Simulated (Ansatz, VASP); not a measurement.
Two plane-wave programs on PbS

INCAR

```
PREC     = Accurate       # precision mode
ENCUT    = 520            # plane-wave cutoff, eV
EDIFF    = 1E-7           # SCF threshold, eV
ISMEAR   = 0              # smearing method
SIGMA    = 0.01           # smearing width, eV
LREAL    = False          # projectors in reciprocal space
LASPH    = True           # aspherical terms in the spheres
NELM     = 80             # most SCF steps
ALGO     = Normal         # electronic algorithm
ISIF     = 2              # what is computed and relaxed
LWAVE    = False          # write WAVECAR
LCHARG   = True           # write CHGCAR
GGA      = CA             # functional
LELF     = True           # ELF
LVHAR    = True         
NBANDS   = 17             # bands
```

File KPOINTS:

```
regular mesh
0
Gamma
  6 6 6
```

Contents of POSCAR:

```
PbS
1.0
    0.0000000000      3.3009774936      3.3009774936
    3.3009774936      0.0000000000      3.3009774936
    3.3009774936      3.3009774936      0.0000000000
Pb S
1 1
Direct
    0.0000000000      0.0000000000      0.0000000000
    0.2500000000      0.2500000000      0.2500000000
```

Input for Ansatz:

```yaml
crystal:
  lattice:
    - [0.0, 3.3009774936, 3.3009774936]
    - [3.3009774936, 0.0, 3.3009774936]
    - [3.3009774936, 3.3009774936, 0.0]
  atoms:
    - { symbol: Pb, position: [0.0, 0.0, 0.0] }
    - { symbol: S, position: [0.25, 0.25, 0.25] }
kpoints:
  mp_grid: { grid: [6, 6, 6] }
  band_path:
    path:
      - [0.0, 0.0, 0.0]
      - [-0.5, -0.5, 0.0]
      - [-0.375, -0.375, 0.25]
      - [-0.375, 0.0, 0.375]
      - [0.0, 0.0, 0.5]
      - [-0.5, -0.25, 0.25]
      - [0.25, -0.5, -0.25]
      - [0.0, 0.5, 0.5]
    npoints: 1
hamiltonian:
  xc: lda
scf:
  occupations: { method: fixed }
  n_extra_bands: 4
output:
  forces: true
  stress: true
  eigenvalues: true
  write_density: true
  write_potential: true
  elf: true
  volumetric_format: npy
```

Alike in both runs: task single point; functional LDA; k mesh 6 × 6 × 6; no spin polarisation.

|  | VASP | Ansatz |
| --- | --- | --- |
| version | VASP 6.6.1 | Ansatz 0.2.0 |
| potentials or method | VASP PAW LDA potentials, release 64 (Pb_d, S) | plane waves, PAW |
| plane-wave cutoff (eV) | 520 | 420 |
| occupations | gaussian, width 0.01 eV | fixed |
| valence electrons in the cell | 20 | 20 |

```tsv
	VASP	Ansatz	Ansatz less VASP
gap on the k mesh at the Fermi level (eV)	0.72	0.73	+0.013
pressure (GPa)	-2.1	-2.2	-0.04
```

LDA's correlation is that of Perdew and Zunger in VASP and of Perdew and Wang (1992) in Ansatz.

Neither program's run includes spin-orbit coupling.
